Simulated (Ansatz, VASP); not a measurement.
# One calculation of CdS, two programs

Contents of POSCAR:

```
CdS
1.0
    4.1632552044      0.0000000000      0.0000000000
   -2.0816276022      3.6054847694      0.0000000000
    0.0000000000      0.0000000000      6.7653867423
Cd S
2 2
Direct
    0.6666666667      0.3333333333      0.5000982812
    0.3333333333      0.6666666667      0.0000982812
    0.6666666667      0.3333333333      0.8769017188
    0.3333333333      0.6666666667      0.3769017188
```

File INCAR.step1:

```
SYSTEM = CdS
  PREC = Accurate
  ENCUT = 550
  ISMEAR = 0
  SIGMA = 0.02
  LREAL = .FALSE.
  LASPH = .TRUE.
  NELM = 120
  NBANDS = 26
  GGA = PE
  ALGO = Normal
  EDIFF = 1E-5
  LWAVE = .TRUE.
  LCHARG = .FALSE.
  GGA_COMPAT = .FALSE.
```

The input INCAR.step2:

```
SYSTEM = CdS
  PREC = Accurate
  ENCUT = 550
  EDIFF = 1E-6
  ISMEAR = 0
  SIGMA = 0.02
  LREAL = .FALSE.
  LASPH = .TRUE.
  NELM = 120
  ALGO = Normal
  ISIF = 2
  LWAVE = .FALSE.
  LCHARG = .TRUE.
  METAGGA = R2SCAN
  LMIXTAU = .TRUE.
  LELF = .TRUE.
  LVHAR = .TRUE.
  NBANDS = 26
  ISTART = 1
  GGA_COMPAT = .FALSE.
```

Contents of KPOINTS:

```
Automatic mesh
0
G
  6 6 4
  0 0 0
```

Input for Ansatz:

```yaml
crystal:
  lattice:
    - [4.1632552044, 0.0, 0.0]
    - [-2.0816276022, 3.6054847694, 0.0]
    - [0.0, 0.0, 6.7653867423]
  atoms:
    - { symbol: Cd, position: [0.6666666667, 0.3333333333, 0.5000982812] }
    - { symbol: Cd, position: [0.3333333333, 0.6666666667, 9.82812e-05] }
    - { symbol: S, position: [0.6666666667, 0.3333333333, 0.8769017188] }
    - { symbol: S, position: [0.3333333333, 0.6666666667, 0.3769017188] }
basis:
  ecutwfc: 500
kpoints:
  mp_grid: { grid: [6, 6, 4] }
  band_path: { path: [VBM, CBM], npoints: 2 }
hamiltonian:
  xc: r2scan
scf:
  occupations: { method: gaussian, width: 0.02 }
output:
  forces: true
  stress: true
  eigenvalues: true
```

Alike in both runs: task single point; functional r2SCAN; k mesh 6 × 6 × 4; occupations gaussian, width 0.02 eV; no spin polarisation.

|  | VASP | Ansatz |
| --- | --- | --- |
| version | VASP 6.6.1 | Ansatz 0.2.0 |
| potentials or method | VASP PAW PBE potentials, release 64 (Cd, S), cutoff 550 eV | scalar-relativistic, plane waves, PAW |
| valence electrons in the cell | 36 | 52 |

Ansatz gave:

* gap on the k mesh at the Fermi level (eV): 1.63
* least direct gap on the mesh (eV): 1.63
* pressure (GPa): 0.0

Problem. Which values does VASP return?

Solution. gap on the k mesh at the Fermi level (eV): 1.63; least direct gap on the mesh (eV): 1.63; pressure (GPa): 0.3.

VASP's potentials were made for PBE, not for r2SCAN. The functional is the same, so the differences come from potentials, cutoffs and numerics. VASP's potentials hold 36 valence electrons a cell and Ansatz's 52, so a difference there can come from the potentials and not from the codes.
